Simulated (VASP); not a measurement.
# W: single point with PBE

Slab: W, a slab with vacuum.

```
W
1.0
     2.74069    0.00000    0.00000
    -0.91356    2.58395    0.00000
     0.00000    0.00000   16.47553
W
3
Direct
  0.00000 0.00000 0.36418
  0.50000 0.50000 0.50000
  0.00000 0.00000 0.63582
```

| Quantity | Value |
| --- | --- |
| Program | VASP 6.6.1 |
| Task | single point |
| Functional | PBE |
| Potentials or basis | VASP PAW PBE potentials, release 64 (W_sv) |
| Cutoff | 400 eV |
| k mesh | 7 × 7 × 1 |
| Occupations | fermi-dirac, width 0.15 eV |
| Spin | no spin polarisation |

- Largest force: 0.318 eV/Å
- Band gap on the k mesh: zero (band 21 reaches 2.81 eV, above the bottom of band 22 at 1.25 eV)

Forces on the atoms (eV/Å):
```
W    0.000  0.000  0.318
W    0.000  0.000  0.000
W    0.000  0.000 -0.318
```

Levels at points of the mesh, in eV from the Fermi level:
```
           k point  band 19  band 20  band 21  band 22  band 23  band 24
(0.00, 0.00, 0.00)    -1.40    -1.20    -0.65    -0.28     0.58     1.78
```

It took 110 s on 1 thread of AMD EPYC 7R13, on a shared host, peak memory 0.15 GiB.

Caveat: spin-orbit coupling is left out, which moves the levels of the heavy elements.
